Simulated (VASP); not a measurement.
MgO (Periclase), 2 atoms in the cell. The structure is cubic, space group Fm-3m (No. 225). Conventional cell: a = 4.089 Å, b = 4.089 Å, c = 4.089 Å, α = 90.00°, β = 90.00°, γ = 90.00°. Within 2.7 Å of Mg (site symmetry m-3m) lie 6 O at 2.04 Å. O (site symmetry m-3m) has 6 Mg at 2.04 Å within 2.7 Å.  This cell differs from its parent crystal: volume scaled by 0.920.

| Quantity | Value |
| --- | --- |
| Program | VASP 6.6.1 |
| Task | single point |
| Functional | r2SCAN |
| Potentials or basis | VASP PAW PBE potentials, release 64 (Mg, O) |
| Cutoff | 520 eV |
| k mesh | 8 × 8 × 8 |
| Occupations | gaussian, width 0.05 eV |
| Spin | no spin polarisation |
| Dipole correction | no |
| Further INCAR settings | ALGO = Normal; EDIFF = 1e-06; NBANDS = 11 |

Potentials or basis: VASP PAW PBE potentials, release 64 (Mg, O).

Launch:

```console
$ cat potpaw_PBE.64/Mg/POTCAR potpaw_PBE.64/O/POTCAR > POTCAR
$ cp INCAR.step1 INCAR
$ mpirun -np 1 vasp_std > vasp.out
$ cp INCAR.step2 INCAR
$ mpirun -np 1 vasp_std > vasp.out
```

Hardware: 1 thread of Intel(R) Xeon(R) 6975P-C (Granite Rapids), with other jobs on the host.

Estimate the wall time of this run.

It took 12 s on 1 thread of Intel(R) Xeon(R) 6975P-C (Granite Rapids), on a shared host, peak memory 0.14 GiB. Counts: k points 29.
